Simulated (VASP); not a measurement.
# PbF2 (I4mm) in VASP: a series of runs

The runs below take PbF2 through single point, with PBE.

Program: VASP 6.6.1. These are calculated values, not measurements. Logs are shortened: lines on timing, memory, paths and dates and some standing lists are left out, and cuts for length are marked.

## Step 1: The cell of the first run

It takes space group I4mm (No. 107, tetragonal). Conventional cell: a = 4.200 Å, b = 4.200 Å, c = 5.940 Å, α = 90.00°, β = 90.00°, γ = 90.00°. Pb (site symmetry 4mm) has 8 F at 2.50 to 2.65 Å within 3.3 Å. Within 3.3 Å of F (site symmetry 2mm) lie 4 Pb at 2.50 to 2.65 Å and 6 F at 2.97 Å.

## Step 2: Single point, PBE

The input, INCAR:

```
SYSTEM = PbF2
PREC = Accurate
ENCUT = 520
EDIFF = 1E-6
ISMEAR = 0
SIGMA = 0.05
LREAL = .False.
LASPH = .True.
NELM = 60
ALGO = Normal
ISIF = 2
LWAVE = .False.
LCHARG = .False.
GGA = PE
NBANDS = 21
```

The input, KPOINTS:

```
Automatic mesh
0
Gamma
  8 8 8
  0 0 0
```

The input, POSCAR:

```
PbF2
1.0
    0.0000000000      2.9698500000      2.9698500000
    2.9698500000      0.0000000000      2.9698500000
    2.9698500000      2.9698500000      0.0000000000
Pb F
1 2
Direct
    0.0000000000      0.0000000000      0.0000000000
    0.2289551661      0.2289551661      0.2710448339
    0.7289551661      0.7289551661      0.7710448339
```

Potentials or basis: VASP PAW PBE potentials, release 64 (Pb_d, F).

The run is started by

```sh
$ cat potpaw_PBE.64/Pb_d/POTCAR potpaw_PBE.64/F/POTCAR > POTCAR
$ mpirun -np 1 vasp_std > vasp.out
```

OUTCAR:

```text
SYSTEM = PbF2
   PREC = Accurate
   ENCUT = 520
   EDIFF = 1E-6
   ISMEAR = 0
   LREAL = .False.
   LASPH = .True.
   NELM = 60
   ISIF = 2
   GGA = PE

 ion  position               nearest neighbor table
   1  0.000  0.000  0.000-   3 2.50   3 2.50   2 2.50   2 2.50   3 2.65   3 2.65   2 2.65   2 2.65

   2  0.229  0.229  0.271-   1 2.50   1 2.50   1 2.65   1 2.65
   3  0.729  0.729  0.771-   1 2.50   1 2.50   1 2.65   1 2.65

  LATTYP: Found a face centered cubic cell.
 ALAT       =     5.9397000000

  Lattice vectors:

 A1 = (   0.0000000000,   2.9698500000,   2.9698500000)
 A2 = (   2.9698500000,   0.0000000000,   2.9698500000)
 A3 = (   2.9698500000,   2.9698500000,   0.0000000000)

Analysis of symmetry for initial positions (statically):
=====================================================================
 Subroutine PRICEL returns:
 Original cell was already a primitive cell.

 Routine SETGRP: Setting up the symmetry group for a
 face centered cubic supercell.

 Subroutine GETGRP returns: Found  8 space group operations
 (whereof  8 operations were pure point group operations)
 out of a pool of 48 trial point group operations.

The static configuration has the point symmetry C_4v.

Analysis of symmetry for dynamics (positions and initial velocities):
=====================================================================
 Subroutine PRICEL returns:
 Original cell was already a primitive cell.

 Routine SETGRP: Setting up the symmetry group for a
 face centered cubic supercell.

 Subroutine GETGRP returns: Found  8 space group operations
 (whereof  8 operations were pure point group operations)
 out of a pool of 48 trial point group operations.

The dynamic configuration has the point symmetry C_4v.

 Subroutine INISYM returns: Found  8 space group operations
 (whereof  8 operations are pure point group operations),
 and found     1 'primitive' translations

----------------------------------------------------------------------------------------

                                     Primitive cell

  volume of cell :      52.3882

  direct lattice vectors                    reciprocal lattice vectors
     0.000000000  2.969850000  2.969850000    -0.168358671  0.168358671  0.168358671
     2.969850000  0.000000000  2.969850000     0.168358671 -0.168358671  0.168358671
     2.969850000  2.969850000  0.000000000     0.168358671  0.168358671 -0.168358671

  length of vectors
     4.200002148  4.200002148  4.200002148     0.291605773  0.291605773  0.291605773

  position of ions in fractional coordinates (direct lattice)
     0.000000000  0.000000000  0.000000000
     0.228955166  0.228955166  0.271044834
     0.728955166  0.728955166  0.771044834

  ion indices of the primitive-cell ions
   primitive index   ion index
                 1           1
                 2           2
                 3           3

----------------------------------------------------------------------------------------

 KPOINTS: Automatic mesh

Automatic generation of k-mesh.
 Grid dimensions read from file:
 generate k-points for:    8    8    8

 Generating k-lattice:

  Cartesian coordinates                     Fractional coordinates (reciprocal lattice)
    -0.021044834  0.021044834  0.021044834     0.125000000  0.000000000  0.000000000
     0.021044834 -0.021044834  0.021044834     0.000000000  0.125000000  0.000000000
     0.021044834  0.021044834 -0.021044834     0.000000000  0.000000000  0.125000000

  Length of vectors
     0.036450722  0.036450722  0.036450722

  Shift w.r.t. Gamma in fractional coordinates (k-lattice)
     0.000000000  0.000000000  0.000000000

 Subroutine IBZKPT returns following result:
 ===========================================

 Found     59 irreducible k-points:

 Following reciprocal coordinates:
            Coordinates               Weight
  0.000000  0.000000  0.000000      1.000000
  0.125000  0.000000  0.000000      8.000000
  0.250000  0.000000  0.000000      8.000000
  0.375000  0.000000  0.000000      8.000000
  0.500000  0.000000  0.000000      4.000000
  0.125000  0.125000  0.000000      2.000000
[... 16 lines left out ...]
  0.000000  0.375000  0.250000     16.000000
  0.500000  0.250000  0.000000      8.000000
 [... further k-points ...]
   k-points           NKPTS =     59   k-points in BZ     NKDIM =     59   number of bands    NBANDS=     21
   number of dos      NEDOS =    301   number of ions     NIONS =      3
   total plane-waves  NPLWV =  32768
   dimension x,y,z NGX =    32 NGY =   32 NGZ =   32
   dimension x,y,z NGXF=    64 NGYF=   64 NGZF=   64
   ions per type =               1   2
   NGX,Y,Z   is equivalent  to a cutoff of  12.67, 12.67, 12.67 a.u.
   NGXF,Y,Z  is equivalent  to a cutoff of  25.33, 25.33, 25.33 a.u.
 SYSTEM =  PbF2
   PREC   = accura    normal or accurate (medium, high low for compatibility)
   ISTART =      0    job   : 0-new  1-cont  2-samecut
   ICHARG =      2    charge: 1-file 2-atom 10-const
   ISPIN  =      1    spin polarized calculation?
   LNONCOLLINEAR =      F non collinear calculations
   LSORBIT =      F    spin-orbit coupling
   LASPH  =      T    aspherical Exc in radial PAW
   ENCUT  =  520.0 eV  38.22 Ry    6.18 a.u.   7.81  7.81  7.81*2*pi/ulx,y,z
   NELM   =     60;   NELMIN=  2; NELMDL= -5     # of ELM steps
   EDIFF  = 0.1E-05   stopping-criterion for ELM
   LREAL  =      F    real-space projection
   EDIFFG = 0.1E-04   stopping-criterion for IOM
   NSW    =      0    number of steps for IOM
   IBRION =     -1    ionic relax: 0-MD 1-quasi-New 2-CG
   NFREE  =      0    steps in history (QN), initial steepest desc. (CG)
   ISIF   =      2    stress and relaxation
   ISYM   =      2    0-nonsym 1-usesym 2-fastsym
   POTIM  = 0.5000    time-step for ionic-motion
   TEBEG  =    0.0;   TEEND  =   0.0 temperature during run
   PSTRESS=    0.0 pullay stress
   NELECT =      28.0000    total number of electrons
   NUPDOWN=      -1.0000    fix difference up-down
   EMIN   =  10.00;   EMAX   =-10.00  energy-range for DOS
   EFERMI =   0.00;   METHOD = LEGACY
   ISMEAR =     0;   SIGMA  =   0.05  broadening in eV -4-tet -1-fermi 0-gaus
   EFERMI_NEDOS =   21; number of points for ismear=-14 and -15
   IALGO  =     38    algorithm
   IMIX   =      4    mixing-type and parameters
     AMIX     =   0.40;   BMIX     =  1.00
     AMIX_MAG =   1.60;   BMIX_MAG =  1.00
  volume/ion in A,a.u.               =      17.46       117.84
  Fermi-wavevector in a.u.,A,eV,Ry     =   1.328566  2.510625 24.015460  1.765086
  Thomas-Fermi vector in A             =   2.457794
   LORBIT       =      0    0 simple, 1 ext, 2 COOP (PROOUT), +10 PAW based schemes
   GGA     = PE    functional components
   LHFCALC =     F    Hartree Fock is set to
   AEXX    =    0.0000 exact exchange contribution
   IVDW    =     0    specifies the selected vdW correction
   LEPSILON=     F    determine dielectric tensor
   LRPA    =     F    only Hartree local field effects (RPA)
 non-spin polarized calculation
 Gauss-broadening in eV      SIGMA  =   0.05
  energy-cutoff  :      520.00
  volume of cell :       52.39
 maximum number of plane-waves:      1424
   NGX = 15   NGY = 15   NGZ = 15

 number of electron      27.9999993 magnetization

 Free energy of the ion-electron system (eV)
  ---------------------------------------------------
  ext. energy  EPLUGINS =         0.00000000
  ---------------------------------------------------
  free energy    TOTEN  =       -14.32663564 eV

  energy without entropy =      -14.32663564  energy(sigma->0) =      -14.32663564

 E-fermi :   2.0952     XC(G=0):  -9.3727

 val. band max:        1.8256134050   @ k =   0.2500  -0.2500   0.5000
 cond. band min:       6.2260561599   @ k =   0.5000   0.5000   0.0000
 fundamental gap:      4.4004427549
 Fermi energy:         2.0952247514

 k-point     1 :       0.0000    0.0000    0.0000
  band No.  band energies     occupation
      1     -19.2562      2.00000
      2     -18.6508      2.00000
      3     -12.6120      2.00000
      4     -12.6120      2.00000
      5     -12.5936      2.00000
      6     -12.5575      2.00000
[... 13 lines left out ...]
     20      16.9502      0.00000
     21      19.0961      0.00000

 k-point     2 :       0.1250    0.0000    0.0000
  band No.  band energies     occupation
      1     -19.2265      2.00000
      2     -18.6777      2.00000
      3     -12.6059      2.00000
      4     -12.6049      2.00000
      5     -12.5644      2.00000
      6     -12.5569      2.00000
[... 13 lines left out ...]
     20      16.5229      0.00000
     21      18.6471      0.00000

 k-point     3 :       0.2500    0.0000    0.0000
  band No.  band energies     occupation
      1     -19.1489      2.00000
      2     -18.7457      2.00000
      3     -12.5957      2.00000
      4     -12.5926      2.00000
      5     -12.5513      2.00000
      6     -12.5453      2.00000
[... 13 lines left out ...]
     20      15.9708      0.00000
     21      17.4563      0.00000

 k-point     4 :       0.3750    0.0000    0.0000
  band No.  band energies     occupation
      1     -19.0497      2.00000
      2     -18.8343      2.00000
      3     -12.5931      2.00000
      4     -12.5895      2.00000
      5     -12.5351      2.00000
      6     -12.5330      2.00000
[... 13 lines left out ...]
     20      15.6658      0.00000
     21      16.4266      0.00000

 k-point     5 :       0.5000    0.0000    0.0000
  band No.  band energies     occupation
      1     -18.9738      2.00000
      2     -18.9043      2.00000
      3     -12.5936      2.00000
      4     -12.5900      2.00000
      5     -12.5265      2.00000
      6     -12.5262      2.00000
[... 13 lines left out ...]
     20      15.5721      0.00000
     21      16.0234      0.00000

 k-point     6 :       0.1250    0.1250    0.0000
  band No.  band energies     occupation
      1     -19.2175      2.00000
      2     -18.6857      2.00000
      3     -12.5999      2.00000
      4     -12.5999      2.00000
      5     -12.5617      2.00000
      6     -12.5594      2.00000
[... 13 lines left out ...]
     20      17.0949      0.00000
     21      18.6648      0.00000

 k-point     7 :       0.0000    0.1250    0.1250
  band No.  band energies     occupation
      1     -19.2172      2.00000
      2     -18.6853      2.00000
      3     -12.6032      2.00000
      4     -12.5989      2.00000
      5     -12.5581      2.00000
      6     -12.5572      2.00000
[... 13 lines left out ...]
     20      17.0546      0.00000
     21      18.5844      0.00000
[... 291 lines left out ...]
      1     -19.1225      2.00000
      2     -18.7668      2.00000
      3     -12.5727      2.00000
      4     -12.5702      2.00000
      5     -12.5702      2.00000
      6     -12.5381      2.00000
[... 13 lines left out ...]
     20      17.4571      0.00000
     21      17.5166      0.00000

 k-point    21 :       0.0000    0.2500    0.2500
  band No.  band energies     occupation
      1     -19.1215      2.00000
      2     -18.7655      2.00000
      3     -12.5721      2.00000
      4     -12.5688      2.00000
      5     -12.5664      2.00000
      6     -12.5429      2.00000
[... 13 lines left out ...]
     20      17.4091      0.00000
     21      17.4899      0.00000

 k-point    22 :       0.3750    0.2500    0.0000
  band No.  band energies     occupation
      1     -19.0586      2.00000
      2     -18.8208      2.00000
      3     -12.5789      2.00000
      4     -12.5604      2.00000
      5     -12.5450      2.00000
      6     -12.5304      2.00000
[... 13 lines left out ...]
     20      17.3192      0.00000
     21      18.4916      0.00000

 k-point    23 :       0.0000    0.3750    0.2500
  band No.  band energies     occupation
      1     -19.0573      2.00000
      2     -18.8194      2.00000
      3     -12.5753      2.00000
      4     -12.5601      2.00000
      5     -12.5434      2.00000
      6     -12.5315      2.00000
[... 13 lines left out ...]
     20      17.3189      0.00000
     21      18.5245      0.00000

 k-point    24 :       0.5000    0.2500    0.0000
  band No.  band energies     occupation
      1     -18.9870      2.00000
      2     -18.8830      2.00000
      3     -12.5786      2.00000
      4     -12.5605      2.00000
      5     -12.5264      2.00000
      6     -12.5103      2.00000
[... 13 lines left out ...]
     20      17.3999      0.00000
     21      18.3139      0.00000

 [... further k-points ...]
[... 5 lines left out ...]
  --------------------------------------------------------------------------------------
  -------------------------------------------------------------------------------------
  Total        0.7561731      0.7561731      0.7872509      0.0000000      0.0000000      0.0000000
  in kB       23.1258812     23.1258812     24.0763244      0.0000000      0.0000000      0.0000000
  external PRESSURE =      23.4426956 kB  Pullay stress =       0.0000000 kB

 VOLUME and BASIS-vectors are now :
 -----------------------------------------------------------------------------
  energy-cutoff  :      520.00
  volume of cell :       52.39
      direct lattice vectors                 reciprocal lattice vectors
     0.000000000  2.969850000  2.969850000    -0.168358671  0.168358671  0.168358671
     2.969850000  0.000000000  2.969850000     0.168358671 -0.168358671  0.168358671
     2.969850000  2.969850000  0.000000000     0.168358671  0.168358671 -0.168358671

 POSITION                                       TOTAL-FORCE (eV/Angst)
 -----------------------------------------------------------------------------------
      0.00000      0.00000      0.00000         0.000000      0.000000     -0.207522
      1.48493      1.48493      1.35993         0.000000      0.000000      0.103761
      4.45477      4.45477      4.32978         0.000000      0.000000      0.103761
 -----------------------------------------------------------------------------------
    total drift:                               -0.000003     -0.000003      0.002730

  FREE ENERGIE OF THE ION-ELECTRON SYSTEM (eV)
  ---------------------------------------------------
  free  energy   TOTEN  =       -14.3266356382 eV

  energy  without entropy=      -14.3266356382  energy(sigma->0) =      -14.32663564
```

It took 18 s on 1 thread of Intel Xeon 6975P-C (Granite Rapids), shared host; peak memory 0.2 GiB.

Results:

| Item | Value |
| --- | --- |
| Free energy | -14.3266 eV |
| Pressure | 2.3 GPa |
| Largest force | 0.208 eV/Å |
| Band gap on the k mesh | 4.40 eV, indirect (least direct gap 4.58 eV) |

Forces on the atoms (eV/Å):
```
Pb   0.000  0.000 -0.208
F    0.000  0.000  0.104
F    0.000  0.000  0.104
```

Caveat: the cell differs from its parent crystal (all F atoms moved +0.125 Å, as atom 2 towards its neighbour atom 3 (F) at 2.970 Å); spin-orbit coupling is left out, which moves the levels of the heavy elements.

## Step 3: Single point, PBE

The input, INCAR:

```
ALGO = Normal
EDIFF = 1E-6
ENCUT = 520
GGA = PE
ISIF = 2
ISMEAR = 0
LASPH = T
LCHARG = F
LREAL = F
LWAVE = F
NBANDS = 21
NELM = 100
PREC = Accurate
SIGMA = 0.05
```

The input, KPOINTS:

```
k-points
0
Gamma
  8 8 8
```

The input, POSCAR:

```
PbF2
1.0
    0.0000000000      2.9698500000      2.9698500000
    2.9698500000      0.0000000000      2.9698500000
    2.9698500000      2.9698500000      0.0000000000
Pb F
1 2
Direct
    0.0000000000      0.0000000000      0.0000000000
    0.2394775830      0.2394775830      0.2605224170
    0.7394775830      0.7394775830      0.7605224170
```

Potentials or basis: VASP PAW PBE potentials, release 64 (Pb_d, F).

The run is started by

```sh
$ cat potpaw_PBE.64/Pb_d/POTCAR potpaw_PBE.64/F/POTCAR > POTCAR
$ mpirun -np 1 vasp_std > vasp.out
```

Run time: 19 s. Hardware: 1 thread of Intel Xeon 6975P-C (Granite Rapids), shared host; peak memory 0.2 GiB.

The run converged. Its results:

```
Free energy            : -14.3361 eV
Pressure               : 2.1 GPa
Largest force          : 0.098 eV/Å
Band gap on the k mesh : 4.41 eV, indirect (least direct gap 4.57 eV)
```

Forces in eV/Å, atoms in the order of the input:
```
Pb   0.000  0.000 -0.098
F    0.000  0.000  0.049
F    0.000  0.000  0.049
```

Levels at points of the mesh, in eV from the valence-band top:
| k point | band 10 | band 11 | band 12 | band 13 | band 14 | band 15 | band 16 | band 17 | band 18 | band 19 |
| --- | --- | --- | --- | --- | --- | --- | --- | --- | --- | --- |
| (0.00, 0.00, 0.00) | -2.45 | -2.44 | -1.94 | -1.94 | -1.94 | 6.76 | 6.78 | 6.78 | 10.62 | 15.12 |
| (0.50, 0.00, 0.00) | -2.65 | -2.64 | -2.11 | -2.11 | -0.03 | 5.03 | 7.65 | 7.66 | 13.20 | 13.73 |
| (0.50, 0.50, 0.00) | -3.51 | -1.53 | -1.53 | -1.52 | -0.16 | 4.41 | 7.88 | 7.88 | 8.97 | 14.17 |
| (0.00, 0.50, 0.50) | -3.50 | -1.57 | -1.53 | -1.49 | -0.15 | 4.42 | 7.86 | 7.88 | 8.99 | 14.16 |

Caveat: the cell differs from its parent crystal (all F atoms moved +0.062 Å, as atom 2 towards its neighbour atom 3 (F) at 2.970 Å); spin-orbit coupling is left out, which moves the levels of the heavy elements. A k mesh can miss the band edges.
